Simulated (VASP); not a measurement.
Set up this calculation in VASP 6.6.1, as the native input.

* Task: relaxation of cell and atoms
* Functional: PBE
* Potentials or basis: VASP PAW PBE potentials, release 64 (Re, S)
* Cutoff: 600 eV
* k mesh: 4 × 4 × 4
* Occupations: gaussian, width 0.1 eV
* Spin: collinear spin
* Starting moments: [1.0, 0.0, 0.0, 0.0] μB
* Dipole correction: no
* Further INCAR settings: ALGO = Normal; EDIFF = 1e-06; IBRION = 2; EDIFFG = -0.04; NSW = 90; ISIF = 3

The structure of ReS3 lies in POSCAR:

```
ReS3
1.0
   -2.7852381000      2.7852381000      2.7852381000
    2.7852381000     -2.7852381000      2.7852381000
    2.7852381000      2.7852381000     -2.7852381000
Re S
1 3
Direct
    0.0000000000      0.0000000000      0.0000000000
    0.0000000000      0.5000000000      0.5000000000
    0.5000000000      0.0000000000      0.5000000000
    0.5000000000      0.5000000000      0.0000000000
```

The cell was built from a structure type or drawn by symmetry, and may not be a known phase.

The input as run:

INCAR

```
  ALGO = Normal
  EDIFF = 1E-6
  EDIFFG = -0.04
  ENCUT = 600
  GGA = PE
  IBRION = 2
  ISIF = 3
  ISMEAR = 0
  ISPIN = 2
  LASPH = T
  LCHARG = F
  LMAXMIX = 4
  LORBIT = 11
  LREAL = F
  LWAVE = F
  MAGMOM = 1 0 0 0
  NELM = 150
  NSW = 90
  PREC = Accurate
  SIGMA = 0.1
```

KPOINTS

```
k-points
0
Gamma
  4 4 4
```

Potentials or basis: VASP PAW PBE potentials, release 64 (Re, S).

Run with:

```sh
$ cat potpaw_PBE.64/Re/POTCAR potpaw_PBE.64/S/POTCAR > POTCAR
$ mpirun -np 1 vasp_std > vasp.out
```

Results of the run:

```json
{
 "Relaxed volume": "14.93 Å³/atom",
 "Relaxed cell": "a = 4.265 Å, b = 4.265 Å, c = 4.265 Å, α = 109.47°, β = 109.47°, γ = 109.47°",
 "Space group after relaxing (to 0.1 Å)": "Im-3m (No. 229)",
 "Energy gained by relaxing": "595.4 meV/atom",
 "Ionic steps": "3",
 "Pressure after relaxing": "-0.2 GPa",
 "Net moment": "0.00 μB per cell",
 "Valence electrons inside the program's atomic spheres": "Re 5.86; S 3.57"
}
```

Caveat: the k points lie up to 0.45 Å⁻¹ apart in the final cell; the volume moved by over 15 % at a fixed basis, so the end points are rough.

Run time: 48 s on 1 thread of Intel(R) Xeon(R) 6975P-C (Granite Rapids), on a shared host, peak memory 0.3 GiB.
